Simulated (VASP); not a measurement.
Here is a VASP 6.6.1 calculation.

File INCAR:

```
SYSTEM = NaI
PREC = Accurate
ENCUT = 520
EDIFF = 1E-6
ISMEAR = 0
SIGMA = 0.01
LREAL = .FALSE.
LASPH = .TRUE.
NELM = 80
ALGO = Normal
ISIF = 2
LWAVE = .FALSE.
LCHARG = .FALSE.
GGA = PE
NBANDS = 22
```

KPOINTS

```
Automatic mesh
0
G
  6 6 2
  0 0 0
```

File POSCAR:

```
NaI
1.0
    5.4164419846      0.0000000000      0.0000000000
   -2.7082209923      4.6907763568      0.0000000000
    0.0000000000      0.0000000000      6.4622148804
Na I
2 2
Direct
    0.3333333333      0.6666666667      0.2500000000
    0.6666666667      0.3333333333      0.7500000000
    0.6666666667      0.3333333333      0.2500000000
    0.3333333333      0.6666666667      0.7500000000
```

Potentials or basis: VASP PAW PBE potentials, release 64 (Na_pv, I).

Command:

```console
$ cat potpaw_PBE.64/Na_pv/POTCAR potpaw_PBE.64/I/POTCAR > POTCAR
$ mpirun -np 1 vasp_std > vasp.out
```

**Question.** Predict the pressure.

**Answer.** 0.4 GPa.

**Question.** Estimate the band gap on the k mesh.

**Answer.** 3.56 eV.

Caveat: the k points lie up to 0.49 Å⁻¹ apart; spin-orbit coupling is left out, which moves the levels of the heavy elements. A k mesh can miss the band edges.
